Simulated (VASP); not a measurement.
Write the native input for VASP 6.6.1 that does the following.

```
Task                   : electric field gradients
Functional             : PBEsol
Potentials or basis    : VASP PAW PBE potentials, release 64 (Mo_sv, S)
Cutoff                 : 520 eV
k mesh                 : 13 × 13 × 13
Occupations            : fermi-dirac, width 0.05 eV
Spin                   : no spin polarisation
Dipole correction      : no
Further INCAR settings : ALGO = Normal; EDIFF = 1e-08; NBANDS = 20
```

The structure of MoS2 lies in POSCAR:

```
MoS2
1.0
    1.5601261102      0.9007392297      6.0405721524
   -1.5601261102      0.9007392297      6.0405721524
    0.0000000000     -1.8014784593      6.0405721524
Mo S
1 2
Direct
    0.0000000000      0.0000000000      0.0000000000
    0.7484000000      0.7484000000      0.7484000000
    0.5849000000      0.5849000000      0.5849000000
```

These files were run (other wordings do the same):

INCAR

```
SYSTEM = MoS2
ALGO = Normal
EDIFF = 1E-8
ENCUT = 520
GGA = PS
ISIF = 2
ISMEAR = -1
LASPH = .True.
LCHARG = .False.
LEFG = .True.
LREAL = .False.
LWAVE = .False.
NBANDS = 20
NELM = 80
PREC = Accurate
SIGMA = 0.05
```

KPOINTS

```
k-points
0
Gamma
  13 13 13
  0 0 0
```

Potentials or basis: VASP PAW PBE potentials, release 64 (Mo_sv, S).

Launch:

```console
$ cat potpaw_PBE.64/Mo_sv/POTCAR potpaw_PBE.64/S/POTCAR > POTCAR
$ mpirun -np 1 vasp_std > vasp.out
```

It gave:

```yaml
Pressure: 11.7 GPa
Largest_force: 1.819 eV/Å
Band_gap_on_the_k_mesh: 0.74 eV (least direct gap 1.92 eV)
Largest_electric_field_gradient_by_atom: Mo -98.3; S -66.0, -64.4 V/Å²
```

Caveat: the stress differs along the axes, from 9 to 17 GPa; without QUAD_EFG the Cq values of the log hold for a quadrupole moment of 1 mb, not for the nuclei; the PAW data sets were made with another functional, which shifts forces and pressure a little.

Wall time 22 min on 1 thread of Intel Xeon 8259CL, on a shared host, peak memory 0.47 GiB.
